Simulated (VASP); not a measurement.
# H5CCl in VASP: further runs

Runs on H5CCl. Level: PBE+D3(BJ). Tasks: single point, relaxation of the atoms.

Everything below comes from runs of VASP 6.6.1. Logs are shortened: lines on timing, memory, paths and dates and some standing lists are left out, and cuts for length are marked.

## Step 1: The cell of the first run

The cell holds an amorphous packing of atoms, 35 atoms: a = 8.559 Å, b = 8.559 Å, c = 8.559 Å, α = 90.00°, β = 90.00°, γ = 90.00°.

## Step 2: Single point, PBE+D3(BJ)

The input, INCAR:

```
ALGO = Normal ; EDIFF = 1E-6
ENCUT = 520 ; GGA = PE
ISIF = 2 ; ISMEAR = -1
IVDW = 12 ; LASPH = T
LCHARG = T ; LELF = T
LREAL = Auto ; LVHAR = T
LWAVE = F ; NBANDS = 63
NELM = 100 ; PREC = Accurate
SIGMA = 0.05
```

The input, KPOINTS:

```
k-points
0
Gamma
  1 1 1
```

The input, POSCAR:

```
H5CCl
1.0
    8.5589900000      0.0000000000      0.0000000000
    0.0000000000      8.5589900000      0.0000000000
    0.0000000000      0.0000000000      8.5589900000
C H Cl
5 25 5
Direct
    0.4311256352     -0.0009580570      0.3710017187
    0.2544459101      0.6595754873      0.1230986366
    1.0630459902      0.7858520690      0.6892402024
    0.9916240117      0.2513964849      0.3379954878
    0.7555097038      0.1845077515      0.6483708942
    0.3984114948     -0.0678935248      0.2527751522
    0.3556377563     -0.0402734435      0.4647978325
    0.3748456302      0.1227130771      0.3560700503
    0.5594702179     -0.0031078433      0.3737473697
    0.3572267289      0.6937617639      0.0370370803
    0.1370138299      0.6825571709      0.0700199439
    0.2355534940      0.7298057364      0.2301907118
    0.2392455185      0.5330652332      0.1451573141
    1.0108318855      0.9005969162      0.6433586206
    1.1529514581      0.8396084117      0.7726378930
    1.1075021702      0.6899879542      0.6132849787
    0.9555917229      0.7383230965      0.7459057669
    0.9517945459      0.3812833056      0.3772641398
    1.1238475568      0.2424234635      0.3205051063
    0.9275393475      0.1970325938      0.2387781736
    0.9631977605      0.1827668919      0.4496675425
    0.8437210465      0.2865408185      0.6226902941
    0.6581150346      0.2144295063      0.5485693990
    0.6983183764      0.2141490994      0.7571454108
    0.8096983406      0.0695993336      0.6349931476
    0.0763641504      0.4656040023      1.0047680860
    0.4865293685      0.5031785292     -0.0708144302
    0.4193602283      0.1695410323      0.9454970738
    0.5686885953      0.6767971455      0.6875811281
    0.6406129695      0.7389072776      0.3300739924
    0.1313589571      0.3849870137      0.8876981980
    0.5496209249      0.3873237380      0.0255287131
    0.4099782801      0.0594696337      0.8299927912
    0.4642837531      0.5566310978      0.6872306195
    0.7705114739      0.6572270794      0.3554157675
```

Potentials or basis: VASP PAW PBE potentials, release 64 (C, H, Cl).

On the command line:

```bash
$ cat potpaw_PBE.64/C/POTCAR potpaw_PBE.64/H/POTCAR potpaw_PBE.64/Cl/POTCAR > POTCAR
$ mpirun -np 1 vasp_gam > vasp.out
```

OUTCAR:

```text
EDIFF = 1E-6
   ENCUT = 520
   GGA = PE
   ISIF = 2
   ISMEAR = -1
   IVDW = 12
   LASPH = T
   LREAL = Auto
   NELM = 100
   PREC = Accurate
 IVDW          = 12

 ion  position               nearest neighbor table
   1  0.431  0.999  0.371-   7 1.08   9 1.10   8 1.17   6 1.20
   2  0.254  0.660  0.123-  13 1.11  12 1.11  11 1.12  10 1.18
   3  0.063  0.786  0.689-  16 1.11  17 1.12  15 1.15  14 1.15
   4  0.992  0.251  0.338-  20 1.11  19 1.14  21 1.15  18 1.21
   5  0.756  0.185  0.648-  24 1.08  25 1.09  22 1.18  23 1.22
   6  0.398  0.932  0.253-   1 1.20
   7  0.356  0.960  0.465-   1 1.08
   8  0.375  0.123  0.356-   1 1.17
   9  0.559  0.997  0.374-   1 1.10
  10  0.357  0.694  0.037-   2 1.18
  11  0.137  0.683  0.070-   2 1.12
[... 22 lines left out ...]
  34  0.464  0.557  0.687-  29 1.36
  35  0.771  0.657  0.355-  30 1.33

  LATTYP: Found a simple cubic cell.
 ALAT       =     8.5589900000

  Lattice vectors:

 A1 = (   8.5589900000,   0.0000000000,   0.0000000000)
 A2 = (   0.0000000000,   8.5589900000,   0.0000000000)
 A3 = (   0.0000000000,   0.0000000000,   8.5589900000)

Analysis of symmetry for initial positions (statically):
=====================================================================
 Subroutine PRICEL returns:
 Original cell was already a primitive cell.

 Routine SETGRP: Setting up the symmetry group for a
 simple cubic supercell.

 Subroutine GETGRP returns: Found  1 space group operations
 (whereof  1 operations were pure point group operations)
 out of a pool of 48 trial point group operations.

The static configuration has the point symmetry C_1 .

Analysis of symmetry for dynamics (positions and initial velocities):
=====================================================================
 Subroutine PRICEL returns:
 Original cell was already a primitive cell.

 Routine SETGRP: Setting up the symmetry group for a
 simple cubic supercell.

 Subroutine GETGRP returns: Found  1 space group operations
 (whereof  1 operations were pure point group operations)
 out of a pool of 48 trial point group operations.

The dynamic configuration has the point symmetry C_1 .

 Subroutine INISYM returns: Found  1 space group operations
 (whereof  1 operations are pure point group operations),
 and found     1 'primitive' translations

[... 137 lines left out ...]
   LREAL  =      T    real-space projection
   EDIFFG = 0.1E-04   stopping-criterion for IOM
   NSW    =      0    number of steps for IOM
   IBRION =     -1    ionic relax: 0-MD 1-quasi-New 2-CG
   NFREE  =      0    steps in history (QN), initial steepest desc. (CG)
   ISIF   =      2    stress and relaxation
   ISYM   =      2    0-nonsym 1-usesym 2-fastsym
   POTIM  = 0.5000    time-step for ionic-motion
   TEBEG  =    0.0;   TEEND  =   0.0 temperature during run
   PSTRESS=    0.0 pullay stress
   NELECT =      80.0000    total number of electrons
   NUPDOWN=      -1.0000    fix difference up-down
   EMIN   =  10.00;   EMAX   =-10.00  energy-range for DOS
   EFERMI =   0.00;   METHOD = LEGACY
   ISMEAR =    -1;   SIGMA  =   0.05  broadening in eV -4-tet -1-fermi 0-gaus
   EFERMI_NEDOS =   21; number of points for ismear=-14 and -15
   IALGO  =     38    algorithm
   IMIX   =      4    mixing-type and parameters
     AMIX     =   0.40;   BMIX     =  1.00
     AMIX_MAG =   1.60;   BMIX_MAG =  1.00
  volume/ion in A,a.u.               =      17.91       120.89
  Fermi-wavevector in a.u.,A,eV,Ry     =   0.824168  1.557451  9.241792  0.679253
  Thomas-Fermi vector in A             =   1.935805
   LORBIT       =      0    0 simple, 1 ext, 2 COOP (PROOUT), +10 PAW based schemes
   GGA     = PE    functional components
   LHFCALC =     F    Hartree Fock is set to
   AEXX    =    0.0000 exact exchange contribution
   IVDW    =    12    specifies the selected vdW correction
   LEPSILON=     F    determine dielectric tensor
   LRPA    =     F    only Hartree local field effects (RPA)
 non-spin polarized calculation
  energy-cutoff  :      520.00
  volume of cell :      627.00
 maximum number of plane-waves:      8440
 NGX is ok and might be reduce to    64
   NGX = 31   NGY = 31   NGZ = 31

 number of electron      80.0000011 magnetization

 Free energy of the ion-electron system (eV)
  ---------------------------------------------------
  ext. energy  EPLUGINS =         0.00000000
  ---------------------------------------------------
  free energy    TOTEN  =      -148.48239223 eV

  energy without entropy =     -148.48239223  energy(sigma->0) =     -148.48239223

 E-fermi :  -3.4740     XC(G=0):  -5.4968

 val. band max:       -4.7262792655   @ k =   0.0000   0.0000   0.0000
 cond. band min:       0.3361568737   @ k =   0.0000   0.0000   0.0000
 fundamental gap:      5.0624361392
 Fermi energy:        -3.4739579489

 k-point     1 :       0.0000    0.0000    0.0000
  band No.  band energies     occupation
      1     -18.9630      2.00000
      2     -18.4775      2.00000
      3     -18.3530      2.00000
      4     -18.1410      2.00000
      5     -17.8084      2.00000
      6     -14.5824      2.00000
[... 44 lines left out ...]
     51       3.5238      0.00000
     52       3.6799      0.00000
 [bands above 52 left out]

------------------------ aborting loop because EDIFF is reached ----------------------------------------

 Edisp (eV)   -1.15523

 E8    (eV) :    -0.2856

  FORCE on cell =-STRESS in cart. coord.  units (eV):
  Direction    XX          YY          ZZ          XY          YZ          ZX
  --------------------------------------------------------------------------------------
  -------------------------------------------------------------------------------------
  Total     -11.94933   -14.02329    -6.68123     1.41885    -2.14752     0.37071
  in kB     -30.53420   -35.83380   -17.07258     3.62560    -5.48758     0.94727
  external pressure =      -27.81 kB  Pullay stress =        0.00 kB

 VOLUME and BASIS-vectors are now :
 -----------------------------------------------------------------------------
  energy-cutoff  :      520.00
  volume of cell :      627.00
      direct lattice vectors                 reciprocal lattice vectors
     8.558990000  0.000000000  0.000000000     0.116836215  0.000000000  0.000000000
     0.000000000  8.558990000  0.000000000     0.000000000  0.116836215  0.000000000
     0.000000000  0.000000000  8.558990000     0.000000000  0.000000000  0.116836215

 POSITION                                       TOTAL-FORCE (eV/Angst)
 -----------------------------------------------------------------------------------
      3.69000      8.55079      3.17540        -1.932551      0.886133     -3.224894
      2.17780      5.64530      1.05360        -0.884847      0.426079     -0.974183
      0.53961      6.72610      5.89920        -0.715950      1.677422      0.881767
      8.48730      2.15170      2.89290         0.207791      0.864603      2.017638
      6.46640      1.57920      5.54940        -0.710494      3.240153     -2.803715
      3.41000      7.97789      2.16350         0.313467      1.040127      2.049556
[... 27 lines left out ...]
      3.97380      4.76420      5.88200         1.105780      1.579234     -0.146860
      6.59480      5.62520      3.04200        -0.997698      0.673692     -0.158706
 -----------------------------------------------------------------------------------
    total drift:                                0.014838      0.017405     -0.008713

  FREE ENERGIE OF THE ION-ELECTRON SYSTEM (eV)
  ---------------------------------------------------
  free  energy   TOTEN  =      -149.6376193679 eV

  energy  without entropy=     -149.6376193678  energy(sigma->0) =     -149.63761937
```

OSZICAR:

```text
N       E                     dE             d eps       ncg     rms          rms(c)
DAV:   1     0.593983604958E+03    0.59398E+03   -0.34459E+04   126   0.106E+03
DAV:   2    -0.624067294098E+02   -0.65639E+03   -0.62356E+03   157   0.215E+02
DAV:   3    -0.160247482242E+03   -0.97841E+02   -0.97179E+02   164   0.907E+01
[... 11 lines left out ...]
DAV:  15    -0.148482400201E+03    0.32181E-04   -0.21151E-04   156   0.517E-02    0.396E-02
DAV:  16    -0.148482397506E+03    0.26953E-05   -0.50620E-05   156   0.240E-02    0.237E-02
DAV:  17    -0.148482393340E+03    0.41660E-05   -0.40130E-06   140   0.931E-03    0.161E-02
DAV:  18    -0.148482392200E+03    0.11403E-05   -0.28720E-06   132   0.767E-03    0.447E-03
DAV:  19    -0.148482392231E+03   -0.31342E-07   -0.12230E-06   116   0.418E-03
   1 F= -.14963762E+03 E0= -.14963762E+03  d E =-.353265E-10
```

stdout:

```text
POSCAR found type information on POSCAR C H Cl
 POSCAR found :  3 types and      35 ions
 scaLAPACK will be used
 LDA part: xc-table for (Slater+PW92), standard interpolation
 POSCAR, INCAR and KPOINTS ok, starting setup
 FFT: planning ... GRIDC
 FFT: planning ... GRID_SOFT
 FFT: planning ... GRID
 WAVECAR not read
 entering main loop
```

Wall time 2.4 min (1 thread of AMD EPYC 7R13, shared host); peak memory 0.5 GiB.

What came out:

```
Free energy                : -149.6376 eV
Pressure                   : -2.8 GPa
Largest force              : 4.343 eV/Å
Band gap on the k mesh     : 5.06 eV
Dispersion energy per atom : -0.033 eV
```

Forces in eV/Å, atoms in the order of the input:
```
C   -1.933  0.886 -3.225
C   -0.885  0.426 -0.974
C   -0.716  1.677  0.882
C    0.208  0.865  2.018
C   -0.710  3.240 -2.804
H    0.313  1.040  2.050
H    0.572 -0.874  0.557
H    1.426 -1.285 -0.150
H   -0.325  0.258  0.770
H   -1.833 -0.492  1.686
H    0.690  0.353 -0.582
H    1.012 -0.286 -0.102
H    1.019  0.368  0.342
H    0.787 -1.414 -0.764
H   -0.853 -1.305 -0.507
H   -0.028  1.079 -0.070
H    0.799 -0.027  0.442
H    0.782 -2.332 -1.326
H   -1.362  0.325  0.025
H    0.197  0.649  0.361
H    0.427  0.479 -1.400
H   -0.958 -1.692  0.623
H    1.780 -1.078  1.781
H    0.026 -0.454  0.492
H   -0.224  0.064  0.155
H    0.144 -0.298 -0.509
H    0.747 -1.570  0.920
H    0.014 -0.931 -1.208
H   -1.143 -1.353 -0.067
H    0.932 -0.616  0.161
Cl  -0.398 -0.029  0.175
Cl  -0.519  1.255 -0.600
Cl  -0.099  0.821  1.154
Cl   1.106  1.579 -0.147
Cl  -0.998  0.674 -0.159
```

Caveat: the k points lie up to 0.73 Å⁻¹ apart.

[end of part 1 of 2]
